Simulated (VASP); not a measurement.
Set up this calculation in VASP 6.6.1, as the native input.

```yaml
Task: single point
Functional: PBEsol
Potentials_or_basis: VASP PAW PBE potentials, release 64 (Ag, B)
Cutoff: 520 eV
k_mesh: 7 × 7 × 7
Occupations: methfessel-paxton, width 0.05 eV
Spin: no spin polarisation
Dipole_correction: no
Further_INCAR_settings: ALGO = Normal; EDIFF = 1e-07; NBANDS = 16
```

The structure of AgB2 lies in POSCAR:

```
AgB2
1.0
    0.0000000000      2.5358473038      2.5358473038
    2.5358473038      0.0000000000      2.5358473038
    2.5358473038      2.5358473038      0.0000000000
Ag B
1 2
Direct
    0.0000000000      0.0000000000      0.0000000000
    0.2500000000      0.2500000000      0.2500000000
    0.7500000000      0.7500000000      0.7500000000
```

These files were run (other wordings do the same):

INCAR

```
  ALGO = Normal
  EDIFF = 1E-7
  ENCUT = 520
  GGA = PS
  ISIF = 2
  ISMEAR = 1
  LASPH = True
  LCHARG = False
  LREAL = False
  LWAVE = False
  NBANDS = 16
  NELM = 60
  PREC = Accurate
  SIGMA = 0.05
```

KPOINTS

```
k-points
0
Gamma
  7 7 7
```

Potentials or basis: VASP PAW PBE potentials, release 64 (Ag, B).

The run is started by

```console
$ cat potpaw_PBE.64/Ag/POTCAR potpaw_PBE.64/B/POTCAR > POTCAR
$ mpirun -np 1 vasp_std > vasp.out
```

Results of the run:

```
Pressure               : 3.5 GPa
Band gap on the k mesh : zero (an odd number of electrons rules out a gap without spin polarisation)
```

Caveat: the cell stands under pressure; the PAW data sets were made with another functional, which shifts forces and pressure a little.

Run time: 32 s on 1 thread of Intel Xeon 8259CL, on a shared host, peak memory 0.16 GiB.
